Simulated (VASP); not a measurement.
A run of VASP 6.6.1 is set up as follows.

The input INCAR:

```
SYSTEM = Ru
PREC = Accurate ; ENCUT = 520
EDIFF = 1E-7 ; ISMEAR = -1
SIGMA = 0.05 ; LREAL = .FALSE.
LASPH = .TRUE. ; NELM = 80
ALGO = Normal ; ISIF = 2
LWAVE = .FALSE. ; LCHARG = .FALSE.
GGA = PE ; NBANDS = 13
```

File KPOINTS:

```
Automatic mesh
0
G
  12 12 12
  0 0 0
```

File POSCAR:

```
Ru
1.0
    0.0000000000      1.9276824888      1.9276824888
    1.9276824888      0.0000000000      1.9276824888
    1.9276824888      1.9276824888      0.0000000000
Ru
1
Direct
    0.0000000000      0.0000000000      0.0000000000
```

Potentials or basis: VASP PAW PBE potentials, release 64 (Ru_pv).

Run with:

```console
$ cat potpaw_PBE.64/Ru_pv/POTCAR > POTCAR
$ mpirun -np 1 vasp_std > vasp.out
```

Question: Predict the band gap on the k mesh.

Answer: Zero (band 7 reaches 13.86 eV, above the bottom of band 8 at 10.71 eV).

Question: Predict the pressure.

Answer: -10.2 GPa.
